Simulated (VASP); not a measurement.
# SnSe (Fm-3m) in VASP: notebook, part 2 of 2

VASP 6.6.1. The steps go on from the part before.

## Step 4: Single point, PBE+D3(BJ) (volume scaled by 0.91)

Input file INCAR:

```
ALGO = Normal ; EDIFF = 1E-6
ENCUT = 520 ; GGA = PE
ISIF = 2 ; ISMEAR = 0
IVDW = 12 ; LASPH = True
LCHARG = False ; LREAL = False
LWAVE = False ; NBANDS = 17
NELM = 60 ; PREC = Accurate
SIGMA = 0.02
```

Input file KPOINTS:

```
k-points
0
Gamma
  10 10 10
```

Input file POSCAR:

```
SnSe
1.0
    0.0000000000      2.8962727268      2.8962727268
    2.8962727268      0.0000000000      2.8962727268
    2.8962727268      2.8962727268      0.0000000000
Sn Se
1 1
Direct
    0.0000000000      0.0000000000      0.0000000000
    0.5000000000      0.5000000000      0.5000000000
```

Potentials or basis: VASP PAW PBE potentials, release 64 (Sn_d, Se).

Command:

```bash
$ cat potpaw_PBE.64/Sn_d/POTCAR potpaw_PBE.64/Se/POTCAR > POTCAR
$ mpirun -np 1 vasp_std > vasp.out
```

OUTCAR:

```text
EDIFF = 1E-6
   ENCUT = 520
   GGA = PE
   ISIF = 2
   ISMEAR = 0
   IVDW = 12
   LASPH = True
   LREAL = False
   NELM = 60
   PREC = Accurate
 IVDW          = 12

 ion  position               nearest neighbor table
   1  0.000  0.000  0.000-   2 2.90   2 2.90   2 2.90   2 2.90   2 2.90   2 2.90
   2  0.500  0.500  0.500-   1 2.90   1 2.90   1 2.90   1 2.90   1 2.90   1 2.90

  LATTYP: Found a face centered cubic cell.
 ALAT       =     5.7925454536

  Lattice vectors:

 A1 = (   0.0000000000,   2.8962727268,   2.8962727268)
 A2 = (   2.8962727268,   0.0000000000,   2.8962727268)
 A3 = (   2.8962727268,   2.8962727268,   0.0000000000)

Analysis of symmetry for initial positions (statically):
=====================================================================
 Subroutine PRICEL returns:
 Original cell was already a primitive cell.

 Routine SETGRP: Setting up the symmetry group for a
 face centered cubic supercell.

 Subroutine GETGRP returns: Found 48 space group operations
 (whereof 48 operations were pure point group operations)
 out of a pool of 48 trial point group operations.

[... 160 lines left out ...]
  energy without entropy =       -8.04201444  energy(sigma->0) =       -8.04201444

 E-fermi :   7.2447     XC(G=0): -10.1346

 val. band max:        7.1220026489   @ k =  -0.2000   0.2000   0.0000
 cond. band min:       7.4735954175   @ k =  -0.4000   0.1000   0.0000
 fundamental gap:      0.3515927686
 Fermi energy:         7.2446771890

 k-point     1 :       0.0000    0.0000    0.0000
  band No.  band energies     occupation
      1     -14.6620      2.00000
      2     -14.6620      2.00000
      3     -14.6586      2.00000
      4     -14.6586      2.00000
      5     -14.6586      2.00000
      6      -7.7684      2.00000
[... 457 lines left out ...]
      4     -14.6371      2.00000
      5     -14.6358      2.00000
      6      -6.5574      2.00000
[... 9 lines left out ...]
     16      18.1143      0.00000
     17      18.6702      0.00000

 [... further k-points ...]

------------------------ aborting loop because EDIFF is reached ----------------------------------------

 Edisp (eV)   -0.79549

 E8    (eV) :    -0.3582

  FORCE on cell =-STRESS in cart. coord.  units (eV):
  Direction    XX          YY          ZZ          XY          YZ          ZX
  --------------------------------------------------------------------------------------
  -------------------------------------------------------------------------------------
  Total       1.86497     1.86497     1.86497     0.00000     0.00000    -0.00000
  in kB      61.49421    61.49421    61.49421     0.00000     0.00000    -0.00000
  external pressure =       61.49 kB  Pullay stress =        0.00 kB

 VOLUME and BASIS-vectors are now :
 -----------------------------------------------------------------------------
  energy-cutoff  :      520.00
  volume of cell :       48.59
      direct lattice vectors                 reciprocal lattice vectors
     0.000000000  2.896272727  2.896272727    -0.172635676  0.172635676  0.172635676
     2.896272727  0.000000000  2.896272727     0.172635676 -0.172635676  0.172635676
     2.896272727  2.896272727  0.000000000     0.172635676  0.172635676 -0.172635676

 POSITION                                       TOTAL-FORCE (eV/Angst)
 -----------------------------------------------------------------------------------
      0.00000      0.00000      0.00000        -0.000000      0.000000     -0.000000
      2.89627      2.89627      2.89627         0.000000     -0.000000      0.000000
 -----------------------------------------------------------------------------------
    total drift:                               -0.000000      0.000000      0.000000

  FREE ENERGIE OF THE ION-ELECTRON SYSTEM (eV)
  ---------------------------------------------------
  free  energy   TOTEN  =        -8.8375044329 eV

  energy  without entropy=       -8.8375044329  energy(sigma->0) =       -8.83750443
```

stdout:

```text
POSCAR found type information on POSCAR SnSe
 POSCAR found :  2 types and       2 ions
 scaLAPACK will be used
 LDA part: xc-table for (Slater+PW92), standard interpolation
 POSCAR, INCAR and KPOINTS ok, starting setup
 FFT: planning ... GRIDC
 FFT: planning ... GRID_SOFT
 FFT: planning ... GRID
 WAVECAR not read
 entering main loop
```

Wall time 19 s (1 thread of Intel Xeon 6975P-C (Granite Rapids), shared host); peak memory 0.19 GiB.

Results:

| Item | Value |
| --- | --- |
| Free energy | -8.8375 eV |
| Pressure | 6.1 GPa |
| Band gap on the k mesh | 0.35 eV, indirect (least direct gap 0.56 eV) |
| Dispersion energy per atom | -0.398 eV |

Caveat: spin-orbit coupling is left out, which moves the levels of the heavy elements. A k mesh can miss the band edges.

## Step 5: The runs side by side

| task | cell | cutoff (eV) | smearing | gap on the mesh (eV) | pressure (GPa) |
| --- | --- | --- | --- | --- | --- |
| relaxation of cell and atoms | relaxed to -1 GPa from a = 4.226 Å, angles 60.0°, 2 atoms | 600 | gaussian 0.01 eV | 0.50 | -1.0 |
| single point | a = 4.050 Å, angles 60.0°, 2 atoms | 520 | gaussian 0.02 eV | 0.28 | 9.0 |
| single point | a = 4.096 Å, angles 60.0°, 2 atoms | 520 | gaussian 0.02 eV | 0.35 | 6.1 |

Alike in all rows: level PBE+D3(BJ); potentials or basis VASP PAW PBE potentials, release 64 (Sn_d, Se); no spin polarisation; k mesh 10 × 10 × 10.

Caveats: spin-orbit coupling is left out, which moves the levels of the heavy elements; the cell is relaxed towards a set pressure, so the enthalpy falls and the energy may rise (some runs).

Absolute energies hang on the potentials; compare differences alone.
